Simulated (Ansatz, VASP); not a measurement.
SiSn2 in VASP and in Ansatz

```
CELL_PARAMETERS angstrom
0.00000 3.38756 3.38756
3.38756 0.00000 3.38756
3.38756 3.38756 0.00000
ATOMIC_POSITIONS crystal
Si 0.00000 0.00000 0.00000
Sn 0.25000 0.25000 0.25000
Sn 0.75000 0.75000 0.75000
```

Alike in both runs: functional r2SCAN; k mesh 6 × 6 × 6; occupations gaussian, width 0.1 eV; no spin polarisation.

Ansatz relaxed the structure, and its values are those at the end. VASP's run is a single point on that final structure, the one shown.

```csv
,VASP,Ansatz
version,VASP 6.6.1,Ansatz 0.2.0
potentials or method,"VASP PAW PBE potentials, release 64 (Si, Sn_d), cutoff 520 eV","scalar-relativistic, plane waves, PAW"
valence electrons in the cell,32,32
```

|  | VASP | Ansatz | Ansatz less VASP |
| --- | --- | --- | --- |
| gap on the k mesh at the Fermi level (eV) | none | none | - |
| pressure (GPa) | 0.0 | 0.0 | +0.01 |

VASP's potentials were made for PBE, not for r2SCAN. A gap of «none» marks a metal or a gap that the smearing closes.
